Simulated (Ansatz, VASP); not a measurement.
**Hf2ZrSe6 in VASP and in Ansatz**

```
Zr Hf Se
1.0
     3.27489    1.89076    6.99733
    -3.27489    1.89076    6.99733
     0.00000   -3.78151    6.99733
Zr Hf Se
1 2 6
Direct
  0.50000 0.50000 0.50000
  0.83334 0.83334 0.83334
  0.16666 0.16666 0.16666
  0.42483 0.08925 0.76039
  0.08925 0.76039 0.42483
  0.76039 0.42483 0.08925
  0.23961 0.57517 0.91075
  0.91075 0.23961 0.57517
  0.57517 0.91075 0.23961
```

Alike in both runs: functional PBE; k mesh 6 × 6 × 6; occupations gaussian, width 0.02 eV; no spin polarisation.

Ansatz relaxed the structure, and its values are those at the end. VASP's run is a single point on that final structure, the one shown.

|  | VASP | Ansatz |
| --- | --- | --- |
| version | VASP 6.6.1 | Ansatz 0.2.0 |
| potentials or method | VASP PAW PBE potentials, release 64 (Zr_sv, Hf_pv, Se), cutoff 520 eV | scalar-relativistic, plane waves, PAW |
| valence electrons in the cell | 68 | 160 |

Ansatz gave:

| Item | Value |
| --- | --- |
| gap on the k mesh at the Fermi level (eV) | 0.50 |
| least direct gap on the mesh (eV) | 1.30 |
| pressure (GPa) | 0.0 |
| rms of the force components (eV/Å) | 0.001 |

Q: What did VASP give for the same quantities?

A: gap on the k mesh at the Fermi level (eV): 0.50; least direct gap on the mesh (eV): 1.30; pressure (GPa): -0.2; rms of the force components (eV/Å): 0.017.

VASP's potentials hold 68 valence electrons a cell and Ansatz's 160, so a difference there can come from the potentials and not from the codes.

Spin-orbit coupling is off throughout.
